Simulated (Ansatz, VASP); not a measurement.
# One calculation of Te, two programs

```
CELL_PARAMETERS angstrom
2.32975 1.34508 1.79080
-2.32975 1.34508 1.79080
0.00000 -2.69016 1.79080
ATOMIC_POSITIONS crystal
Te 0.50000 0.50000 0.50000
```

Alike in both runs: task single point; functional PBEsol; k mesh 15 × 15 × 15; occupations gaussian, width 0.15 eV; no spin polarisation.

```csv
,VASP,Ansatz
version,VASP 6.6.1,Ansatz 0.2.0
potentials or method,"VASP PAW PBE potentials, release 64 (Te), cutoff 520 eV","scalar-relativistic, plane waves, PAW"
valence electrons in the cell,6,16
```

```tsv
	VASP	Ansatz	Ansatz less VASP
gap on the k mesh at the Fermi level (eV)	none	none	-
pressure (GPa)	-3.8	-3.8	0.00
traceless stress, the component that is largest in VASP (GPa)	0.39	0.40	+0.006
```

VASP's potentials were made for PBE, not for PBEsol. A gap of «none» marks a metal or a gap that the smearing closes. With one functional, cell and mesh, what is left measures potentials, basis and numerics. VASP's potentials hold 6 valence electrons a cell and Ansatz's 16, so a difference there can come from the potentials and not from the codes.

Neither program's run includes spin-orbit coupling.
